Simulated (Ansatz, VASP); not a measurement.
## One calculation of Ti, two programs

Contents of INCAR:

```
ALGO = Normal
EDIFF = 1E-8
ENCUT = 520
GGA = CA
ISIF = 2
ISMEAR = -1
LASPH = T
LCHARG = F
LEFG = T
LREAL = F
LWAVE = F
NBANDS = 12
NELM = 60
PREC = Accurate
SIGMA = 0.05
```

The input KPOINTS:

```
k-points
0
Gamma
  15 15 15
```

File POSCAR:

```
Ti
1.0
    0.0000000000      2.0097000000      2.0300000000
    2.0097000000      0.0000000000      2.0300000000
    2.0097000000      2.0097000000      0.0000000000
Ti
1
Direct
    0.0000000000      0.0000000000      0.0000000000
```

Input for Ansatz:

```yaml
crystal:
  lattice:
    - [0.0, 2.0097, 2.03]
    - [2.0097, 0.0, 2.03]
    - [2.0097, 2.0097, 0.0]
  atoms:
    - { symbol: Ti, position: [0.0, 0.0, 0.0] }
kpoints:
  mp_grid: { grid: [15, 15, 15] }
scf:
  occupations: { method: fermi_dirac, width: 0.05 }
hamiltonian:
  xc: lda
  pseudopotentials: { kind: all_electron, datasets: crystal }
output:
  forces: true
  stress: true
  eigenvalues: true
  efg: { contact_densities: true }
```

Change from the starting cell: equal xx and yy strain of -1 %, crystal datasets.

Alike in both runs: task electric field gradients; functional LDA; k mesh 15 × 15 × 15; occupations fermi-dirac, width 0.05 eV; no spin polarisation.

|  | VASP | Ansatz |
| --- | --- | --- |
| version | VASP 6.6.1 | Ansatz 0.2.0 |
| potentials or method | VASP PAW LDA potentials, release 64 (Ti_sv), cutoff 520 eV | all-electron PAW with datasets made for the crystal, scalar-relativistic |

```csv
,VASP,Ansatz,Ansatz less VASP
pressure (GPa),-2.8,-2.6,+0.16
"traceless stress, the component that is largest in VASP (GPa)",-0.23,-0.23,-0.001
size of Vzz on the site where it differs most (V/Å²),0.9,0.9,0.00
```

LDA's correlation is that of Perdew and Zunger in VASP and of Perdew and Wang (1992) in Ansatz. Ansatz ran all-electron here, and VASP with PAW potentials.
